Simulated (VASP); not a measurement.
# Sb2Pt (Pnnm) in VASP: a series of runs

Sb2Pt is run at these levels: PBE; tasks: single point.

Everything below comes from runs of VASP 6.6.1. Logs are shortened: lines on timing, memory, paths and dates and some standing lists are left out, and cuts for length are marked.

## (1) The cell of the first run

It takes space group Pnnm (No. 58, orthorhombic). The conventional cell has a = 5.079 Å, b = 6.342 Å, c = 4.001 Å, α = 90.00°, β = 90.00°, γ = 90.00°. Within 3.4 Å of Sb (site symmetry m) lie 3 Pt at 2.57 to 2.61 Å and 2 Sb at 2.75 to 3.35 Å. Within 3.4 Å of Pt (site symmetry 2/m) lie 6 Sb at 2.57 to 2.61 Å.

## (2) Single point, PBE (21.48 Å³/atom)

INCAR reads:

```
PREC     = Accurate       # precision mode
ENCUT    = 520            # plane-wave cutoff, eV
EDIFF    = 1E-7           # SCF threshold, eV
ISMEAR   = 0              # smearing method
SIGMA    = 0.1            # smearing width, eV
LREAL    = F              # projectors in reciprocal space
LASPH    = T              # aspherical terms in the spheres
NELM     = 60             # most SCF steps
ALGO     = Normal         # electronic algorithm
ISIF     = 2              # what is computed and relaxed
LWAVE    = F              # write WAVECAR
LCHARG   = T              # write CHGCAR
GGA      = PE             # functional
LELF     = T              # ELF
LVHAR    = T            
NBANDS   = 29             # bands
```

KPOINTS reads:

```
Automatic mesh
0
Gamma
  6 6 8
```

POSCAR reads:

```
Sb2Pt
1.0
    5.0793312078      0.0000000000      0.0000000000
    0.0000000000      6.3423593306      0.0000000000
    0.0000000000      0.0000000000      4.0009881686
Sb Pt
4 2
Direct
    0.2141748909      0.3676053078      0.0000000000
    0.7858251091      0.6323946922      0.0000000000
    0.7141748909      0.1323946922      0.5000000000
    0.2858251091      0.8676053078      0.5000000000
    0.0000000000      0.0000000000      0.0000000000
    0.5000000000      0.5000000000      0.5000000000
```

Potentials or basis: VASP PAW PBE potentials, release 64 (Sb, Pt).

Run with:

```sh
> cat potpaw_PBE.64/Sb/POTCAR potpaw_PBE.64/Pt/POTCAR > POTCAR
> mpirun -np 1 vasp_std > vasp.out
```

OUTCAR:

```text
PREC = Accurate
   ENCUT = 520
   EDIFF = 1E-7
   ISMEAR = 0
   LREAL = F
   LASPH = T
   NELM = 60
   ISIF = 2
   GGA = PE

 ion  position               nearest neighbor table
   1  0.214  0.368  0.000-   5 2.57   6 2.61   6 2.61   2 2.75   2 3.35   3 3.56   3 3.56   3 3.56
                             3 3.56   4 3.77   4 3.77   4 3.77   4 3.77
   2  0.786  0.632  0.000-   5 2.57   6 2.61   6 2.61   1 2.75   1 3.35   4 3.56   4 3.56   4 3.56
                             4 3.56   3 3.77   3 3.77   3 3.77   3 3.77
   3  0.714  0.132  0.500-   6 2.57   5 2.61   5 2.61   4 2.75   4 3.35   1 3.56   1 3.56   1 3.56
                             1 3.56   2 3.77   2 3.77   2 3.77   2 3.77
   4  0.286  0.868  0.500-   6 2.57   5 2.61   5 2.61   3 2.75   3 3.35   2 3.56   2 3.56   2 3.56
                             2 3.56   1 3.77   1 3.77   1 3.77   1 3.77
   5  0.000  0.000  0.000-   1 2.57   2 2.57   3 2.61   4 2.61   3 2.61   4 2.61
   6  0.500  0.500  0.500-   3 2.57   4 2.57   1 2.61   2 2.61   1 2.61   2 2.61

  LATTYP: Found a simple orthorhombic cell.
 ALAT       =     4.0009881686
 B/A-ratio  =     1.2695191772
 C/A-ratio  =     1.5851982219

  Lattice vectors:

 A1 = (   0.0000000000,   0.0000000000,   4.0009881686)
 A2 = (   5.0793312078,   0.0000000000,   0.0000000000)
 A3 = (   0.0000000000,   6.3423593306,   0.0000000000)

Analysis of symmetry for initial positions (statically):
=====================================================================
 Subroutine PRICEL returns:
 Original cell was already a primitive cell.

 Routine SETGRP: Setting up the symmetry group for a
 simple orthorhombic supercell.

 Subroutine GETGRP returns: Found  8 space group operations
 (whereof  4 operations were pure point group operations)
 out of a pool of  8 trial point group operations.

The static configuration has the point symmetry C_2h.
 The point group associated with its full space group is D_2h.

Analysis of symmetry for dynamics (positions and initial velocities):
=====================================================================
 Subroutine PRICEL returns:
 Original cell was already a primitive cell.

 Routine SETGRP: Setting up the symmetry group for a
 simple orthorhombic supercell.

 Subroutine GETGRP returns: Found  8 space group operations
 (whereof  4 operations were pure point group operations)
 out of a pool of  8 trial point group operations.

The dynamic configuration has the point symmetry C_2h.
 The point group associated with its full space group is D_2h.

 Subroutine INISYM returns: Found  8 space group operations
 (whereof  4 operations are pure point group operations),
 and found     1 'primitive' translations

----------------------------------------------------------------------------------------

                                     Primitive cell

  volume of cell :     128.8916

  direct lattice vectors                    reciprocal lattice vectors
     5.079331208  0.000000000  0.000000000     0.196876313  0.000000000  0.000000000
     0.000000000  6.342359331  0.000000000     0.000000000  0.157670032  0.000000000
     0.000000000  0.000000000  4.000988169     0.000000000  0.000000000  0.249938255

  length of vectors
     5.079331208  6.342359331  4.000988169     0.196876313  0.157670032  0.249938255

  position of ions in fractional coordinates (direct lattice)
     0.214174891  0.367605308  0.000000000
     0.785825109  0.632394692  0.000000000
     0.714174891  0.132394692  0.500000000
     0.285825109  0.867605308  0.500000000
     0.000000000  0.000000000  0.000000000
     0.500000000  0.500000000  0.500000000

  ion indices of the primitive-cell ions
   primitive index   ion index
                 1           1
                 2           2
                 3           3
                 4           4
                 5           5
                 6           6

----------------------------------------------------------------------------------------

 KPOINTS: Automatic mesh

Automatic generation of k-mesh.
 Grid dimensions read from file:
 generate k-points for:    6    6    8

 Generating k-lattice:

  Cartesian coordinates                     Fractional coordinates (reciprocal lattice)
     0.032812719  0.000000000  0.000000000     0.166666667  0.000000000  0.000000000
     0.000000000  0.026278339  0.000000000     0.000000000  0.166666667  0.000000000
     0.000000000  0.000000000  0.031242282     0.000000000  0.000000000  0.125000000

  Length of vectors
     0.032812719  0.026278339  0.031242282

  Shift w.r.t. Gamma in fractional coordinates (k-lattice)
     0.000000000  0.000000000  0.000000000

 Subroutine IBZKPT returns following result:
 ===========================================

 Found     80 irreducible k-points:

 Following reciprocal coordinates:
            Coordinates               Weight
  0.000000  0.000000  0.000000      1.000000
  0.166667  0.000000  0.000000      2.000000
  0.333333  0.000000  0.000000      2.000000
  0.500000  0.000000  0.000000      1.000000
  0.000000  0.166667  0.000000      2.000000
  0.166667  0.166667  0.000000      4.000000
[... 16 lines left out ...]
  0.333333  0.166667  0.125000      8.000000
  0.500000  0.166667  0.125000      4.000000
 [... further k-points ...]
   k-points           NKPTS =     80   k-points in BZ     NKDIM =     80   number of bands    NBANDS=     29
   number of dos      NEDOS =    301   number of ions     NIONS =      6
   total plane-waves  NPLWV =  57600
   dimension x,y,z NGX =    40 NGY =   48 NGZ =   30
   dimension x,y,z NGXF=    80 NGYF=   96 NGZF=   60
   ions per type =               4   2
   NGX,Y,Z   is equivalent  to a cutoff of  13.09, 12.58, 12.47 a.u.
   NGXF,Y,Z  is equivalent  to a cutoff of  26.18, 25.16, 24.93 a.u.
 SYSTEM =  unknown system
   PREC   = accura    normal or accurate (medium, high low for compatibility)
   ISTART =      0    job   : 0-new  1-cont  2-samecut
   ICHARG =      2    charge: 1-file 2-atom 10-const
   ISPIN  =      1    spin polarized calculation?
   LNONCOLLINEAR =      F non collinear calculations
   LSORBIT =      F    spin-orbit coupling
   LASPH  =      T    aspherical Exc in radial PAW
   ENCUT  =  520.0 eV  38.22 Ry    6.18 a.u.   9.44 11.79  7.44*2*pi/ulx,y,z
   NELM   =     60;   NELMIN=  2; NELMDL= -5     # of ELM steps
   EDIFF  = 0.1E-06   stopping-criterion for ELM
   LREAL  =      F    real-space projection
   EDIFFG = 0.1E-05   stopping-criterion for IOM
   NSW    =      0    number of steps for IOM
   IBRION =     -1    ionic relax: 0-MD 1-quasi-New 2-CG
   NFREE  =      0    steps in history (QN), initial steepest desc. (CG)
   ISIF   =      2    stress and relaxation
   ISYM   =      2    0-nonsym 1-usesym 2-fastsym
   POTIM  = 0.5000    time-step for ionic-motion
   TEBEG  =    0.0;   TEEND  =   0.0 temperature during run
   PSTRESS=    0.0 pullay stress
   NELECT =      40.0000    total number of electrons
   NUPDOWN=      -1.0000    fix difference up-down
   EMIN   =  10.00;   EMAX   =-10.00  energy-range for DOS
   EFERMI =   0.00;   METHOD = LEGACY
   ISMEAR =     0;   SIGMA  =   0.10  broadening in eV -4-tet -1-fermi 0-gaus
   EFERMI_NEDOS =   21; number of points for ismear=-14 and -15
   IALGO  =     38    algorithm
   IMIX   =      4    mixing-type and parameters
     AMIX     =   0.40;   BMIX     =  1.00
     AMIX_MAG =   1.60;   BMIX_MAG =  1.00
  volume/ion in A,a.u.               =      21.48       144.97
  Fermi-wavevector in a.u.,A,eV,Ry     =   1.108375  2.094525 16.714683  1.228495
  Thomas-Fermi vector in A             =   2.244901
   LORBIT       =      0    0 simple, 1 ext, 2 COOP (PROOUT), +10 PAW based schemes
   GGA     = PE    functional components
   LHFCALC =     F    Hartree Fock is set to
   AEXX    =    0.0000 exact exchange contribution
   IVDW    =     0    specifies the selected vdW correction
   LEPSILON=     F    determine dielectric tensor
   LRPA    =     F    only Hartree local field effects (RPA)
 non-spin polarized calculation
 Gauss-broadening in eV      SIGMA  =   0.10
  energy-cutoff  :      520.00
  volume of cell :      128.89
 maximum number of plane-waves:      3502
 NGX is ok and might be reduce to    40
   NGX = 19   NGY = 23   NGZ = 15

 number of electron      40.0000004 magnetization

 Free energy of the ion-electron system (eV)
  ---------------------------------------------------
  ext. energy  EPLUGINS =         0.00000000
  ---------------------------------------------------
  free energy    TOTEN  =       -30.76239570 eV

  energy without entropy =      -30.75596987  energy(sigma->0) =      -30.75918278

 E-fermi :  10.3373     XC(G=0): -11.0896

 val. band max:       10.3193046025   @ k =   0.1667   0.5000   0.5000
 cond. band min:      10.3419640647   @ k =   0.0000   0.1667   0.0000
 fundamental gap:      0.0226594622
 Fermi energy:        10.3373495792

 k-point     1 :       0.0000    0.0000    0.0000
  band No.  band energies     occupation
      1      -3.3041      2.00000
      2      -0.7997      2.00000
      3       0.7626      2.00000
      4       2.0235      2.00000
      5       2.9020      2.00000
      6       3.8291      2.00000
[... 21 lines left out ...]
     28      15.0161      0.00000
     29      15.9146      0.00000

 k-point     2 :       0.1667    0.0000    0.0000
  band No.  band energies     occupation
      1      -3.1341      2.00000
      2      -0.6775      2.00000
      3       0.7362      2.00000
      4       0.7941      2.00000
      5       3.6912      2.00000
      6       3.8322      2.00000
[... 21 lines left out ...]
     28      14.9823      0.00000
     29      15.1585      0.00000

 k-point     3 :       0.3333    0.0000    0.0000
  band No.  band energies     occupation
      1      -2.6273      2.00000
      2      -0.7177      2.00000
      3      -0.2026      2.00000
      4       0.5843      2.00000
      5       3.5519      2.00000
      6       3.6036      2.00000
[... 638 lines left out ...]
      5       3.5858      2.00000
      6       3.7292      2.00000
[... 21 lines left out ...]
     28      15.3845      0.00000
     29      15.8529      0.00000

 k-point    24 :       0.5000    0.1667    0.1250
  band No.  band energies     occupation
      1      -1.5934      2.00000
      2      -1.5934      2.00000
      3       0.0717      2.00000
      4       0.0717      2.00000
      5       3.5347      2.00000
      6       3.5347      2.00000
[... 21 lines left out ...]
     28      15.1684      0.00000
     29      16.3615      0.00000

 [... further k-points ...]

------------------------ aborting loop because EDIFF is reached ----------------------------------------

  FORCE on cell =-STRESS in cart. coord.  units (eV):
  Direction    XX          YY          ZZ          XY          YZ          ZX
  --------------------------------------------------------------------------------------
  -------------------------------------------------------------------------------------
  Total       13.8350029     13.7286984     13.7228373      0.0000000      0.0000000      0.0000000
  in kB      171.9749509    170.6535404    170.5806843      0.0000000      0.0000000      0.0000000
  external PRESSURE =     171.0697252 kB  Pullay stress =       0.0000000 kB

 VOLUME and BASIS-vectors are now :
 -----------------------------------------------------------------------------
  energy-cutoff  :      520.00
  volume of cell :      128.89
      direct lattice vectors                 reciprocal lattice vectors
     5.079331208  0.000000000  0.000000000     0.196876313  0.000000000  0.000000000
     0.000000000  6.342359331  0.000000000     0.000000000  0.157670032  0.000000000
     0.000000000  0.000000000  4.000988169     0.000000000  0.000000000  0.249938255

 POSITION                                       TOTAL-FORCE (eV/Angst)
 -----------------------------------------------------------------------------------
      1.08787      2.33148      0.00000         0.046336     -0.030263     -0.000000
      3.99147      4.01087      0.00000        -0.046336      0.030263      0.000000
      3.62753      0.83969      2.00049         0.046336      0.030263     -0.000000
      1.45180      5.50266      2.00049        -0.046336     -0.030263      0.000000
      0.00000      0.00000      0.00000         0.000000      0.000000      0.000000
      2.53967      3.17118      2.00049         0.000000      0.000000      0.000000
 -----------------------------------------------------------------------------------
    total drift:                                0.000000      0.000000     -0.000000

  FREE ENERGIE OF THE ION-ELECTRON SYSTEM (eV)
  ---------------------------------------------------
  free  energy   TOTEN  =       -30.7623956960 eV

  energy  without entropy=      -30.7559698704  energy(sigma->0) =      -30.75918278
```

Run time: 1.8 min. Hardware: 1 thread of Intel Xeon 6975P-C (Granite Rapids), shared host; peak memory 0.4 GiB.

Results:

```yaml
Free_energy: -30.7624 eV
Pressure: 17.1 GPa
Largest_force: 0.055 eV/Å
Band_gap_on_the_k_mesh: zero (bands 20 and 21 overlap by 1.21 eV)
```

Forces in eV/Å, atoms in the order of the input:
```
Sb   0.046 -0.030  0.000
Sb  -0.046  0.030  0.000
Sb   0.046  0.030  0.000
Sb  -0.046 -0.030  0.000
Pt   0.000  0.000  0.000
Pt   0.000  0.000  0.000
```

Stress tensor (GPa, compression positive):
```
17.20  0.00  0.00
 0.00 17.07  0.00
 0.00  0.00 17.06
```

Levels at points of the mesh, in eV from the Fermi level:
| k point | band 18 | band 19 | band 20 | band 21 | band 22 | band 23 |
| --- | --- | --- | --- | --- | --- | --- |
| (0.00, 0.00, 0.00) | -2.40 | -2.17 | 0.24 | 0.25 | 2.11 | 3.49 |
| (0.50, 0.00, 0.00) | -0.60 | -0.48 | -0.48 | 2.14 | 2.14 | 2.33 |
| (0.00, 0.50, 0.00) | -2.06 | -1.40 | -1.40 | 1.18 | 1.18 | 2.92 |
| (0.50, 0.50, 0.00) | -0.62 | 0.20 | 0.20 | 0.46 | 0.46 | 2.01 |
| (0.00, 0.00, 0.50) | -2.92 | -1.86 | -1.86 | 1.16 | 1.16 | 1.70 |
| (0.50, 0.00, 0.50) | -3.39 | -3.10 | -3.10 | 0.08 | 0.08 | 3.49 |
| (0.00, 0.50, 0.50) | -2.57 | -1.89 | -1.89 | -0.64 | -0.64 | 1.56 |
| (0.50, 0.50, 0.50) | -3.30 | -0.97 | -0.97 | 1.77 | 1.77 | 2.26 |

Caveat: the cell stands under pressure; spin-orbit coupling is left out, which moves the levels of the heavy elements.

## (3) Single point, PBE

This run uses another cell than the first one, of 24.41 Å³/atom.

INCAR reads:

```
SYSTEM = Sb2Pt
  PREC = Accurate
  ENCUT = 520
  EDIFF = 1E-7
  ISMEAR = 0
  SIGMA = 0.1
  LREAL = .FALSE.
  LASPH = .TRUE.
  NELM = 100
  ALGO = Normal
  ISIF = 2
  LWAVE = .FALSE.
  LCHARG = .FALSE.
  GGA = PE
  NBANDS = 29
```

KPOINTS reads:

```
regular mesh
0
G
  6 6 8
  0 0 0
```

POSCAR reads:

```
Sb2Pt
1.0
    5.3642556794      0.0000000000      0.0000000000
    0.0000000000      6.5624930897      0.0000000000
    0.0000000000      0.0000000000      4.1606735556
Sb Pt
4 2
Direct
    0.2160173802      0.3693527043      0.0000000000
    0.7839826198      0.6306472957      0.0000000000
    0.7160173802      0.1306472957      0.5000000000
    0.2839826198      0.8693527043      0.5000000000
    0.0000000000      0.0000000000      0.0000000000
    0.5000000000      0.5000000000      0.5000000000
```

Potentials or basis: VASP PAW PBE potentials, release 64 (Sb, Pt).

Run with:

```sh
> cat potpaw_PBE.64/Sb/POTCAR potpaw_PBE.64/Pt/POTCAR > POTCAR
> mpirun -np 1 vasp_std > vasp.out
```

It took 2.3 min on 1 thread of Intel Xeon 6975P-C (Granite Rapids), shared host; peak memory 0.44 GiB.

Results (log left out):

* Free energy: -31.5731 eV
* Pressure: -0.3 GPa
* Largest force: 0.031 eV/Å
* Band gap on the k mesh: zero (bands 20 and 21 overlap by 1.54 eV)

Forces in eV/Å, atoms in the order of the input:
```
Sb   0.022 -0.022  0.000
Sb  -0.022  0.022  0.000
Sb   0.022  0.022  0.000
Sb  -0.022 -0.022  0.000
Pt   0.000  0.000  0.000
Pt   0.000  0.000  0.000
```

Levels at points of the mesh, in eV from the Fermi level:
```tsv
k point	band 18	band 19	band 20	band 21	band 22	band 23
(0.00, 0.00, 0.00)	-2.00	-1.57	0.14	0.45	2.31	3.31
(0.50, 0.00, 0.00)	-0.60	-0.19	-0.19	2.26	2.26	2.28
(0.00, 0.50, 0.00)	-1.53	-0.95	-0.95	1.11	1.11	2.91
(0.50, 0.50, 0.00)	-0.29	0.22	0.22	0.28	0.28	2.03
(0.00, 0.00, 0.50)	-2.35	-1.45	-1.45	0.98	0.98	1.54
(0.50, 0.00, 0.50)	-2.65	-2.58	-2.58	0.16	0.16	3.08
(0.00, 0.50, 0.50)	-2.11	-1.27	-1.27	-0.86	-0.86	1.69
(0.50, 0.50, 0.50)	-2.59	-0.60	-0.60	1.74	1.74	2.17
```

Caveat: spin-orbit coupling is left out, which moves the levels of the heavy elements.

The gap in the log of VASP goes by the Fermi energy; the results here count the filled bands.